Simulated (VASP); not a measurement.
Here is a VASP 6.6.1 calculation.

INCAR

```
  PREC = Accurate
  ENCUT = 520
  EDIFF = 1E-6
  ISMEAR = 0
  SIGMA = 0.01
  LREAL = False
  LASPH = True
  NELM = 100
  ALGO = Normal
  ISIF = 2
  LWAVE = False
  LCHARG = False
  GGA = PE
  NBANDS = 46
```

File KPOINTS:

```
regular mesh
0
Gamma
  4 4 4
```

The input POSCAR:

```
Cd3HgTe4
1.0
   -3.3469014351      3.3469014351      6.6941786377
    3.3469014351     -3.3469014351      6.6941786377
    3.3469014351      3.3469014351     -6.6941786377
Cd Te Hg
3 4 1
Direct
    0.7500000000      0.2500000000      0.5000000000
    0.5000000000      0.5000000000      0.0000000000
    0.2500000000      0.7500000000      0.5000000000
    0.1254462199      0.6236375372      0.0000000000
    0.8745537801      0.8745537801      0.4981913173
    0.6236375372      0.1254462199      0.0000000000
    0.3763624628      0.3763624628      0.5018086827
    0.0000000000      0.0000000000      0.0000000000
```

Potentials or basis: VASP PAW PBE potentials, release 64 (Cd, Te, Hg).

Run with:

```sh
$ cat potpaw_PBE.64/Cd/POTCAR potpaw_PBE.64/Te/POTCAR potpaw_PBE.64/Hg/POTCAR > POTCAR
$ mpirun -np 1 vasp_std > vasp.out
```

**Question.** Predict the largest force.

**Answer.** 0.003 eV/Å.

**Question.** Estimate the band gap on the k mesh.

**Answer.** 0.12 eV.

**Question.** Estimate the pressure.

**Answer.** -0.9 GPa.

Forces on the atoms (eV/Å):
```
Cd   0.000  0.000  0.000
Cd   0.000  0.000  0.000
Cd   0.000  0.000  0.000
Te   0.002 -0.002  0.002
Te   0.002  0.002 -0.002
Te  -0.002  0.002  0.002
Te  -0.002 -0.002 -0.002
Hg   0.000  0.000  0.000
```

Caveat: spin-orbit coupling is left out, which moves the levels of the heavy elements.
